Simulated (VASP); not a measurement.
Wanted: the native input for a VASP 6.6.1 run.

```
Task                   : single point
Functional             : PBE
Potentials or basis    : VASP PAW PBE potentials, release 64 (Rb_sv, Al)
Cutoff                 : 520 eV
k mesh                 : 10 × 10 × 10
Occupations            : gaussian, width 0.1 eV
Spin                   : no spin polarisation
Dipole correction      : no
Further INCAR settings : ALGO = Fast; EDIFF = 1e-06; NBANDS = 17
```

The structure of RbAl3 lies in POSCAR:

```
RbAl3
1.0
    4.6959210216      0.0000000000      0.0000000000
    0.0000000000      4.6959210216      0.0000000000
    0.0000000000      0.0000000000      4.6959210216
Rb Al
1 3
Direct
    0.0000000000      0.0000000000      0.0000000000
    0.0000000000      0.5000000000      0.5000000000
    0.5000000000      0.0000000000      0.5000000000
    0.5000000000      0.5000000000      0.0000000000
```

The input as run:

INCAR

```
ALGO     = Fast           # electronic algorithm
EDIFF    = 1E-6           # SCF threshold, eV
ENCUT    = 520            # plane-wave cutoff, eV
GGA      = PE             # functional
ISIF     = 2              # what is computed and relaxed
ISMEAR   = 0              # smearing method
LASPH    = True           # aspherical terms in the spheres
LCHARG   = False          # write CHGCAR
LREAL    = False          # projectors in reciprocal space
LWAVE    = False          # write WAVECAR
NBANDS   = 17             # bands
NELM     = 80             # most SCF steps
PREC     = Accurate       # precision mode
SIGMA    = 0.1            # smearing width, eV
```

KPOINTS

```
k-points
0
Gamma
  10 10 10
```

Potentials or basis: VASP PAW PBE potentials, release 64 (Rb_sv, Al).

The run is started by

```bash
$ cat potpaw_PBE.64/Rb_sv/POTCAR potpaw_PBE.64/Al/POTCAR > POTCAR
$ mpirun -np 1 vasp_std > vasp.out
```

Results of the run:

* Pressure: 0.0 GPa
* Band gap on the k mesh: zero (band 9 reaches 4.57 eV, above the bottom of band 10 at 3.04 eV)

Wall time 28 s on 1 thread of Intel(R) Xeon(R) 6975P-C (Granite Rapids) (shared host), peak memory 0.25 GiB.
